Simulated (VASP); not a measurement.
# RbBr (P4/mmm) in VASP: a series of runs, part 2 of 2

VASP 6.6.1. The steps go on from the part before.

### Step 3. Single point, r2SCAN

File POSCAR:

```
RbBr
1.0
    4.2498596190      0.0000000000      0.0000000000
    0.0000000000      4.1100148717      0.0000000000
    0.0000000000      0.0000000000      4.1100148717
Rb Br
1 1
Direct
    0.0000000000      0.0000000000      0.0000000000
    0.5000000000      0.5000000000      0.5000000000
```

File INCAR.step1:

```
SYSTEM = RbBr
PREC = Accurate
ENCUT = 520
ISMEAR = 0
SIGMA = 0.02
LREAL = .False.
LASPH = .True.
NELM = 80
NBANDS = 15
GGA = PE
ALGO = Normal
EDIFF = 1E-4
LWAVE = .True.
LCHARG = .False.
```

File INCAR.step2:

```
SYSTEM = RbBr
PREC = Accurate
ENCUT = 520
EDIFF = 1E-7
ISMEAR = 0
SIGMA = 0.02
LREAL = .False.
LASPH = .True.
NELM = 80
ALGO = Normal
ISIF = 2
LWAVE = .False.
LCHARG = .True.
METAGGA = R2SCAN
LMIXTAU = .True.
LELF = .True.
LVHAR = .True.
NBANDS = 15
ISTART = 1
```

File KPOINTS:

```
regular mesh
0
Gamma
  6 6 6
  0 0 0
```

Potentials or basis: VASP PAW PBE potentials, release 64 (Rb_sv, Br).

Started as:

```
> cat potpaw_PBE.64/Rb_sv/POTCAR potpaw_PBE.64/Br/POTCAR > POTCAR
> cp INCAR.step1 INCAR
> mpirun -np 1 vasp_std > vasp.out
> cp INCAR.step2 INCAR
> mpirun -np 1 vasp_std > vasp.out
```

OUTCAR:

```text
SYSTEM = RbBr
   PREC = Accurate
   ENCUT = 520
   EDIFF = 1E-7
   ISMEAR = 0
   LREAL = .False.
   LASPH = .True.
   NELM = 80
   ISIF = 2
   METAGGA = R2SCAN
   ISTART = 1

 ion  position               nearest neighbor table
   1  0.000  0.000  0.000-   2 3.60   2 3.60   2 3.60   2 3.60   2 3.60   2 3.60   2 3.60   2 3.60

   2  0.500  0.500  0.500-   1 3.60   1 3.60   1 3.60   1 3.60   1 3.60   1 3.60   1 3.60   1 3.60

  LATTYP: Found a simple tetragonal cell.
 ALAT       =     4.1100148717
 C/A-ratio  =     1.0340253628

  Lattice vectors:

 A1 = (   0.0000000000,   4.1100148717,   0.0000000000)
[... 612 lines left out ...]
     12       7.9425      0.00000
     13       8.8842      0.00000
     14       9.4065      0.00000
     15      11.0027      0.00000

 [... further k-points ...]
[... 5 lines left out ...]
  --------------------------------------------------------------------------------------
  -------------------------------------------------------------------------------------
  Total       -0.4392975      0.0096248      0.0096248     -0.0000000      0.0000000      0.0000000
  in kB       -9.8041045      0.2148023      0.2148023     -0.0000000      0.0000000      0.0000000
  external PRESSURE =      -3.1248333 kB  Pullay stress =       0.0000000 kB

 VOLUME and BASIS-vectors are now :
 -----------------------------------------------------------------------------
  energy-cutoff  :      520.00
  volume of cell :       71.79
      direct lattice vectors                 reciprocal lattice vectors
     4.249859619  0.000000000  0.000000000     0.235301890  0.000000000  0.000000000
     0.000000000  4.110014872  0.000000000     0.000000000  0.243308122  0.000000000
     0.000000000  0.000000000  4.110014872     0.000000000  0.000000000  0.243308122

 POSITION                                       TOTAL-FORCE (eV/Angst)
 -----------------------------------------------------------------------------------
      0.00000      0.00000      0.00000         0.000000      0.000000      0.000000
      2.12493      2.05501      2.05501         0.000000      0.000000      0.000000
 -----------------------------------------------------------------------------------
    total drift:                                0.000000      0.000000     -0.000000

  FREE ENERGIE OF THE ION-ELECTRON SYSTEM (eV)
  ---------------------------------------------------
  free  energy   TOTEN  =       -31.1041122846 eV

  energy  without entropy=      -31.1041122846  energy(sigma->0) =      -31.10411228
```

It took 100 s on 1 thread of AMD EPYC 7R13 (Zen 3), shared host; peak memory 0.18 GiB.

Results:

| Item | Value |
| --- | --- |
| Free energy | -31.1041 eV |
| Pressure | -0.3 GPa |
| Band gap on the k mesh | 4.68 eV, indirect (least direct gap 4.83 eV) |

Stress tensor (GPa, compression positive):
```
-0.98  0.00  0.00
 0.00  0.02  0.00
 0.00  0.00  0.02
```

Caveat: the PAW data sets were made with another functional, which shifts forces and pressure a little. r2SCAN opens gaps a little over a GGA but as a rule still falls short of measured ones.

### Step 4. Single point, r2SCAN (uniaxial strain along a: +4.5 %)

File POSCAR:

```
RbBr
1.0
    4.3117507785      0.0000000000      0.0000000000
    0.0000000000      4.0796589304      0.0000000000
    0.0000000000      0.0000000000      4.0796589304
Rb Br
1 1
Direct
    0.0000000000      0.0000000000      0.0000000000
    0.5000000000      0.5000000000      0.5000000000
```

File INCAR.step1:

```
PREC = Accurate
ENCUT = 520
ISMEAR = 0
SIGMA = 0.02
LREAL = F
LASPH = T
NELM = 100
NBANDS = 15
GGA = PE
ALGO = Normal
EDIFF = 1E-4
LWAVE = T
LCHARG = F
```

File INCAR.step2:

```
PREC = Accurate
ENCUT = 520
EDIFF = 1E-6
ISMEAR = 0
SIGMA = 0.02
LREAL = F
LASPH = T
NELM = 100
ALGO = Normal
ISIF = 2
LWAVE = F
LCHARG = T
METAGGA = R2SCAN
LMIXTAU = T
LELF = T
LVHAR = T
NBANDS = 15
ISTART = 1
```

File KPOINTS:

```
Automatic mesh
0
Gamma
  6 6 6
```

Potentials or basis: VASP PAW PBE potentials, release 64 (Rb_sv, Br).

Started as:

```
> cat potpaw_PBE.64/Rb_sv/POTCAR potpaw_PBE.64/Br/POTCAR > POTCAR
> cp INCAR.step1 INCAR
> mpirun -np 1 vasp_std > vasp.out
> cp INCAR.step2 INCAR
> mpirun -np 1 vasp_std > vasp.out
```

OUTCAR:

```text
PREC = Accurate
   ENCUT = 520
   EDIFF = 1E-6
   ISMEAR = 0
   LREAL = F
   LASPH = T
   NELM = 100
   ISIF = 2
   METAGGA = R2SCAN
   ISTART = 1

 ion  position               nearest neighbor table
   1  0.000  0.000  0.000-   2 3.60   2 3.60   2 3.60   2 3.60   2 3.60   2 3.60   2 3.60   2 3.60

   2  0.500  0.500  0.500-   1 3.60   1 3.60   1 3.60   1 3.60   1 3.60   1 3.60   1 3.60   1 3.60

  LATTYP: Found a simple tetragonal cell.
 ALAT       =     4.0796589304
 C/A-ratio  =     1.0568900126

[... 610 lines left out ...]
      8      -1.4826      2.00000
      9       5.6171      0.00000
     10       6.7700      0.00000
     11       7.4233      0.00000
     12       8.0061      0.00000
     13       8.8043      0.00000
     14       9.4471      0.00000
     15      10.8117      0.00000

 [... further k-points ...]
[... 5 lines left out ...]
  --------------------------------------------------------------------------------------
  -------------------------------------------------------------------------------------
  Total       -0.6315079      0.1115271      0.1115271     -0.0000000      0.0000000      0.0000000
  in kB      -14.0989894      2.4899450      2.4899450     -0.0000000      0.0000000      0.0000000
  external PRESSURE =      -3.0396998 kB  Pullay stress =       0.0000000 kB

 VOLUME and BASIS-vectors are now :
 -----------------------------------------------------------------------------
  energy-cutoff  :      520.00
  volume of cell :       71.76
      direct lattice vectors                 reciprocal lattice vectors
     4.311750779  0.000000000  0.000000000     0.231924351  0.000000000  0.000000000
     0.000000000  4.079658930  0.000000000     0.000000000  0.245118530  0.000000000
     0.000000000  0.000000000  4.079658930     0.000000000  0.000000000  0.245118530

 POSITION                                       TOTAL-FORCE (eV/Angst)
 -----------------------------------------------------------------------------------
      0.00000      0.00000      0.00000         0.000000      0.000000      0.000000
      2.15588      2.03983      2.03983         0.000000      0.000000      0.000000
 -----------------------------------------------------------------------------------
    total drift:                                0.000000      0.000000     -0.000000

  FREE ENERGIE OF THE ION-ELECTRON SYSTEM (eV)
  ---------------------------------------------------
  free  energy   TOTEN  =       -31.0955018380 eV

  energy  without entropy=      -31.0955018380  energy(sigma->0) =      -31.09550184
```

It took 86 s on 1 thread of AMD EPYC 7R13 (Zen 3), shared host; peak memory 0.17 GiB.

Results:

```yaml
Free_energy: -31.0955 eV
Pressure: -0.3 GPa
Band_gap_on_the_k_mesh: 4.62 eV, indirect (least direct gap 4.77 eV)
```

Stress tensor (GPa, compression positive):
```
-1.41  0.00  0.00
 0.00  0.25  0.00
 0.00  0.00  0.25
```

Levels at points of the mesh, in eV from the valence-band top:
```csv
k point,band 6,band 7,band 8,band 9,band 10,band 11
"(0.00, 0.00, 0.00)",-0.42,-0.15,-0.15,4.62,5.97,6.15
"(0.50, 0.00, 0.00)",-1.73,-0.23,-0.23,7.26,7.58,7.88
"(0.00, 0.50, 0.00)",-1.75,-0.49,-0.17,7.35,7.60,8.31
"(0.50, 0.50, 0.00)",-1.19,-1.07,0.00,5.78,6.94,8.64
"(0.00, 0.50, 0.50)",-1.14,-1.14,-0.24,5.91,6.50,8.21
"(0.50, 0.50, 0.50)",-1.40,-1.40,-1.33,8.54,8.79,8.79
```

Caveat: the cell differs from its parent crystal (uniaxial strain along a: +4.5 %); the PAW data sets were made with another functional, which shifts forces and pressure a little.
